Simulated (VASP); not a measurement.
# AlN (P6_3mc) in VASP: notebook

The runs below take AlN through single point, with HSE06, B3LYP, PBEsol-based screened hybrid, PBE0.

Program: VASP 6.6.1. These are calculated values, not measurements. Logs are shortened: lines on timing, memory, paths and dates and some standing lists are left out, and cuts for length are marked.

**Experimental background.**

“Self-assembly of well-separated AlN nanowires directly on sputtered metallic TiN films”, 2019, arxiv:1910.07391 quotes, for a bulk crystal of AlN at 10 K: band gap 6.034 eV (an exciton energy, a little under the gap).

The results are compared with them further down.

## 1. The cell of the first run

It takes space group P6_3mc (No. 186, hexagonal). The conventional cell has a = 3.113 Å, b = 3.113 Å, c = 4.981 Å, α = 90.00°, β = 90.00°, γ = 120.00°. Al (site symmetry 3m) has 4 N at 1.89 Å within 2.5 Å. N (site symmetry 3m) has 4 Al at 1.89 Å within 2.5 Å.

## 2. Single point, HSE06

Contents of POSCAR:

```
AlN
1.0
    3.1130000000      0.0000000000      0.0000000000
   -1.5565000000      2.6959370820      0.0000000000
    0.0000000000      0.0000000000      4.9810000000
Al N
2 2
Direct
    0.6666666667      0.3333333333      0.5000000000
    0.3333333333      0.6666666667      0.0000000000
    0.6666666667      0.3333333333      0.8800000000
    0.3333333333      0.6666666667      0.3800000000
```

Contents of INCAR.step1:

```
PREC = Accurate ; ENCUT = 520
EDIFF = 1E-5 ; ISMEAR = 1
SIGMA = 0.05 ; LREAL = False
LASPH = True ; NELM = 60
ALGO = Normal ; ISIF = 2
LWAVE = True ; LCHARG = False
NBANDS = 16 ; GGA = PE
```

Contents of INCAR.step2:

```
PREC = Accurate ; ENCUT = 520
EDIFF = 1E-6 ; ISMEAR = 1
SIGMA = 0.05 ; LREAL = False
LASPH = True ; NELM = 60
ALGO = Normal ; ISIF = 2
LWAVE = False ; LCHARG = False
GGA = PE ; LHFCALC = True
HFSCREEN = 0.2079 ; PRECFOCK = Normal
NBANDS = 16 ; ISTART = 1
```

Contents of KPOINTS:

```
Automatic mesh
0
Gamma
  5 5 3
```

Potentials or basis: VASP PAW PBE potentials, release 64 (Al, N).

The run is started by

```sh
$ cat potpaw_PBE.64/Al/POTCAR potpaw_PBE.64/N/POTCAR > POTCAR
$ cp INCAR.step1 INCAR
$ mpirun -np 1 vasp_std > vasp.out
$ cp INCAR.step2 INCAR
$ mpirun -np 1 vasp_std > vasp.out
```

OUTCAR:

```text
PREC = Accurate
   ENCUT = 520
   EDIFF = 1E-6
   ISMEAR = 1
   LREAL = False
   LASPH = True
   NELM = 60
   ISIF = 2
   GGA = PE
   LHFCALC = True
   HFSCREEN = 0.2079
   PRECFOCK = Normal
   ISTART = 1

 ion  position               nearest neighbor table
   1  0.667  0.333  0.500-   3 1.89   4 1.89   4 1.89   4 1.89   2 3.07   2 3.07   2 3.07   2 3.07
                             2 3.07   2 3.07
   2  0.333  0.667  0.000-   4 1.89   3 1.89   3 1.89   3 1.89   1 3.07   1 3.07   1 3.07   1 3.07
                             1 3.07   1 3.07
   3  0.667  0.333  0.880-   1 1.89   2 1.89   2 1.89   2 1.89
   4  0.333  0.667  0.380-   2 1.89   1 1.89   1 1.89   1 1.89

  LATTYP: Found a hexagonal cell.
 ALAT       =     3.1130000000
 C/A-ratio  =     1.6000642467

  Lattice vectors:

 A1 = (   3.1130000000,   0.0000000000,   0.0000000000)
 A2 = (  -1.5565000000,   2.6959370820,   0.0000000000)
 A3 = (   0.0000000000,   0.0000000000,   4.9810000000)

Analysis of symmetry for initial positions (statically):
=====================================================================
 Subroutine PRICEL returns:
 Original cell was already a primitive cell.

 Routine SETGRP: Setting up the symmetry group for a
 hexagonal supercell.

 Subroutine GETGRP returns: Found 12 space group operations
 (whereof  6 operations were pure point group operations)
 out of a pool of 24 trial point group operations.

The static configuration has the point symmetry C_3v.
 The point group associated with its full space group is C_6v.

Analysis of symmetry for dynamics (positions and initial velocities):
=====================================================================
 Subroutine PRICEL returns:
 Original cell was already a primitive cell.

 Routine SETGRP: Setting up the symmetry group for a
 hexagonal supercell.

 Subroutine GETGRP returns: Found 12 space group operations
 (whereof  6 operations were pure point group operations)
 out of a pool of 24 trial point group operations.

The dynamic configuration has the point symmetry C_3v.
 The point group associated with its full space group is C_6v.

 Subroutine INISYM returns: Found 12 space group operations
 (whereof  6 operations are pure point group operations),
 and found     1 'primitive' translations

[... 91 lines left out ...]
   POTIM  = 0.5000    time-step for ionic-motion
   TEBEG  =    0.0;   TEEND  =   0.0 temperature during run
   PSTRESS=    0.0 pullay stress
   NELECT =      16.0000    total number of electrons
   NUPDOWN=      -1.0000    fix difference up-down
   EMIN   =  10.00;   EMAX   =-10.00  energy-range for DOS
   EFERMI =   0.00;   METHOD = LEGACY
   ISMEAR =     1;   SIGMA  =   0.05  broadening in eV -4-tet -1-fermi 0-gaus
   EFERMI_NEDOS =   21; number of points for ismear=-14 and -15
   IALGO  =     38    algorithm
   IMIX   =      1    mixing-type and parameters
     AMIX     =   0.40;   BMIX     =  1.00
     AMIX_MAG =   1.60;   BMIX_MAG =  1.00
  volume/ion in A,a.u.               =      10.45        70.52
  Fermi-wavevector in a.u.,A,eV,Ry     =   1.188629  2.246183 19.222843  1.412839
  Thomas-Fermi vector in A             =   2.324754
   LORBIT       =      0    0 simple, 1 ext, 2 COOP (PROOUT), +10 PAW based schemes
   GGA     = PE    functional components
   LHFCALC =     T    Hartree Fock is set to
   PRECFOCK=normal    Normal, Fast or Accurate (Low or Medium for compatibility)
   ENCUT4O =  -1.0   cutoff for four orbital integrals eV
   NKREDX  =     1    reduce k-point grid by
   NKREDY  =     1    reduce k-point grid by
   NKREDZ  =     1    reduce k-point grid by
   AEXX    =    0.2500 exact exchange contribution
   HFSCREEN=    0.2079 screening length (either q_TF or 0.3 A-1)
   HFSCREENC=   0.2079 screening length for correlation (either q_TF or 0.3 A-1)
   ENCUTFOCK=  -1.0 apply spherical cutoff to Coloumb kernel
   IVDW    =     0    specifies the selected vdW correction
   LEPSILON=     F    determine dielectric tensor
   LRPA    =     F    only Hartree local field effects (RPA)
 non-spin polarized calculation
 Methfessel and Paxton  Order N= 1 SIGMA  =   0.05
  energy-cutoff  :      520.00
  volume of cell :       41.80
 maximum number of plane-waves:      1142
 NGX is ok and might be reduce to    24
  NGX = 18; NGY = 18; NGZ = 28

 number of electron      15.9999997 magnetization

 Free energy of the ion-electron system (eV)
  ---------------------------------------------------
  ext. energy  EPLUGINS =         0.00000000
  ---------------------------------------------------
  free energy    TOTEN  =       -34.88662983 eV

  energy without entropy =      -34.88666848  energy(sigma->0) =      -34.88664271

 E-fermi :   5.2543     XC(G=0):  -8.9923

 val. band max:        5.2122396614   @ k =   0.0000   0.0000   0.0000
 cond. band min:      10.7872646399   @ k =   0.0000   0.0000   0.0000
 fundamental gap:      5.5750249785
 Fermi energy:         5.2543337717

 k-point     1 :       0.0000    0.0000    0.0000
  band No.  band energies     occupation
      1     -11.4574      2.00000
      2      -9.1670      2.00000
      3      -1.2713      2.00000
      4       4.2914      2.00000
      5       4.2914      2.00000
      6       5.0179      2.00000
[... 167 lines left out ...]
      3      -0.5014      2.00000
      4      -0.0065      2.00000
      5       1.5075      2.00000
      6       2.4924      2.00000
[... 8 lines left out ...]
     15      20.2646      0.00000
     16      21.6838      0.00000

------------------------ aborting loop because EDIFF is reached ----------------------------------------

  FORCE on cell =-STRESS in cart. coord.  units (eV):
  Direction    XX          YY          ZZ          XY          YZ          ZX
  --------------------------------------------------------------------------------------
  -------------------------------------------------------------------------------------
  Total       -0.5887114     -0.5887114     -0.1774682      0.0000000     -0.0000000     -0.0000000
  in kB      -22.5635585    -22.5635585     -6.8018300      0.0000000     -0.0000000     -0.0000000
  external PRESSURE =     -17.3096490 kB  Pullay stress =       0.0000000 kB

 VOLUME and BASIS-vectors are now :
 -----------------------------------------------------------------------------
  energy-cutoff  :      520.00
  volume of cell :       41.80
      direct lattice vectors                 reciprocal lattice vectors
     3.113000000  0.000000000  0.000000000     0.321233537  0.185464269  0.000000000
    -1.556500000  2.695937082  0.000000000     0.000000000  0.370928538  0.000000000
     0.000000000  0.000000000  4.981000000     0.000000000  0.000000000  0.200762899

 POSITION                                       TOTAL-FORCE (eV/Angst)
 -----------------------------------------------------------------------------------
      1.55650      0.89865      2.49050         0.000000     -0.000000     -0.129817
     -0.00000      1.79729      0.00000        -0.000000      0.000000     -0.129817
      1.55650      0.89865      4.38328         0.000000     -0.000000      0.129817
     -0.00000      1.79729      1.89278        -0.000000      0.000000      0.129817
 -----------------------------------------------------------------------------------
    total drift:                               -0.000000     -0.000000      0.000217

  FREE ENERGIE OF THE ION-ELECTRON SYSTEM (eV)
  ---------------------------------------------------
  free  energy   TOTEN  =       -34.8866298287 eV

  energy  without entropy=      -34.8866684814  energy(sigma->0) =      -34.88664271
```

OUTCAR.step1:

```text
PREC = Accurate
   ENCUT = 520
   EDIFF = 1E-5
   ISMEAR = 1
   LREAL = False
[... 407 lines left out ...]
      1.55650      0.89865      2.49050        -0.000000      0.000000     -0.132024
     -0.00000      1.79729      0.00000         0.000000     -0.000000     -0.132024
      1.55650      0.89865      4.38328         0.000000     -0.000000      0.132024
     -0.00000      1.79729      1.89278        -0.000000      0.000000      0.132024
 -----------------------------------------------------------------------------------
    total drift:                               -0.000000     -0.000000      0.000525

  FREE ENERGIE OF THE ION-ELECTRON SYSTEM (eV)
  ---------------------------------------------------
  free  energy   TOTEN  =       -29.7632565701 eV

  energy  without entropy=      -29.7632952228  energy(sigma->0) =      -29.76326945
```

OSZICAR.step1:

```text
N       E                     dE             d eps       ncg     rms          rms(c)
DAV:   1     0.422202474023E+02    0.42220E+02   -0.72128E+03   320   0.885E+02
DAV:   2    -0.310514770747E+02   -0.73272E+02   -0.68173E+02   448   0.190E+02
DAV:   3    -0.344960688583E+02   -0.34446E+01   -0.34378E+01   424   0.420E+01
DAV:   4    -0.345165692919E+02   -0.20500E-01   -0.20499E-01   400   0.368E+00
DAV:   5    -0.345168272867E+02   -0.25799E-03   -0.25799E-03   408   0.423E-01    0.122E+01
DAV:   6    -0.297522561089E+02    0.47646E+01   -0.10704E+01   384   0.237E+01    0.416E+00
DAV:   7    -0.297749685664E+02   -0.22712E-01   -0.67440E-01   344   0.576E+00    0.295E+00
DAV:   8    -0.297678354460E+02    0.71331E-02   -0.61109E-02   352   0.227E+00    0.597E-01
DAV:   9    -0.297627138719E+02    0.51216E-02   -0.12429E-02   408   0.821E-01    0.247E-01
DAV:  10    -0.297633335244E+02   -0.61965E-03   -0.22837E-03   328   0.301E-01    0.132E-01
DAV:  11    -0.297632535638E+02    0.79961E-04   -0.17288E-04   384   0.101E-01    0.333E-02
DAV:  12    -0.297632565701E+02   -0.30063E-05   -0.10898E-05   280   0.270E-02
   1 F= -.29763257E+02 E0= -.29763269E+02  d E =0.386527E-04
```

It took 5 min on 1 thread of Intel Xeon Platinum 8488C (Sapphire Rapids), shared host; peak memory 0.25 GiB.

Results:

| Item | Value |
| --- | --- |
| Free energy | -34.8866 eV |
| Pressure | -1.7 GPa |
| Largest force | 0.130 eV/Å |
| Band gap on the k mesh | 5.58 eV, direct |

Forces on the atoms (eV/Å):
```
Al   0.000  0.000 -0.130
Al   0.000  0.000 -0.130
N    0.000  0.000  0.130
N    0.000  0.000  0.130
```

Stress tensor (GPa, compression positive):
```
-2.26  0.00  0.00
 0.00 -2.26  0.00
 0.00  0.00 -0.68
```

Caveat: the k points lie up to 0.47 Å⁻¹ apart; the PAW data sets were made with another functional, which shifts forces and pressure a little.

## 3. Single point, B3LYP

POSCAR is that of step 2.

Contents of INCAR.step1:

```
SYSTEM = AlN
  ALGO = Normal
  EDIFF = 1E-5
  ENCUT = 520
  GGA = PE
  ISIF = 2
  ISMEAR = -1
  LASPH = .TRUE.
  LCHARG = .FALSE.
  LREAL = .FALSE.
  LWAVE = .TRUE.
  NBANDS = 16
  NELM = 80
  PREC = Accurate
  SIGMA = 0.05
```

Contents of INCAR.step2:

```
SYSTEM = AlN
  AEXX = 0.2
  AGGAC = 0.81
  AGGAX = 0.72
  ALDAC = 0.19
  ALGO = Normal
  EDIFF = 1E-6
  ENCUT = 520
  GGA = B3
  ISIF = 2
  ISMEAR = -1
  ISTART = 1
  LASPH = .TRUE.
  LCHARG = .FALSE.
  LHFCALC = .TRUE.
  LREAL = .FALSE.
  LWAVE = .FALSE.
  NBANDS = 16
  NELM = 80
  PREC = Accurate
  PRECFOCK = Normal
  SIGMA = 0.05
```

Contents of KPOINTS:

```
k-points
0
G
  5 5 3
  0 0 0
```

Potentials or basis: VASP PAW PBE potentials, release 64 (Al, N).

The run is started by

```sh
$ cat potpaw_PBE.64/Al/POTCAR potpaw_PBE.64/N/POTCAR > POTCAR
$ cp INCAR.step1 INCAR
$ mpirun -np 1 vasp_std > vasp.out
$ cp INCAR.step2 INCAR
$ mpirun -np 1 vasp_std > vasp.out
```

Run time: 5 min. Hardware: 1 thread of AMD EPYC 7R13 (Zen 3), shared host; peak memory 0.13 GiB.

It converged, with:

```
Free energy            : -33.8302 eV
Pressure               : 1.9 GPa
Largest force          : 0.115 eV/Å
Band gap on the k mesh : 6.20 eV, direct
```

Forces in eV/Å, atoms in the order of the input:
```
Al   0.000  0.000 -0.115
Al   0.000  0.000 -0.115
N    0.000  0.000  0.115
N    0.000  0.000  0.115
```

Stress tensor (GPa, compression positive):
```
1.22 0.00 0.00
0.00 1.22 0.00
0.00 0.00 3.26
```

Levels at points of the mesh, in eV from the valence-band top:
| k point | band 4 | band 5 | band 6 | band 7 | band 8 | band 9 | band 10 | band 11 | band 12 | band 13 |
| --- | --- | --- | --- | --- | --- | --- | --- | --- | --- | --- |
| (0.00, 0.00, 0.00) | -0.90 | -0.90 | -0.19 | -0.19 | 0.00 | 6.20 | 8.64 | 12.95 | 13.21 | 13.21 |

Caveat: the k points lie up to 0.47 Å⁻¹ apart; the PAW data sets were made with another functional, which shifts forces and pressure a little.

(Part 1 of 2 ends here.)
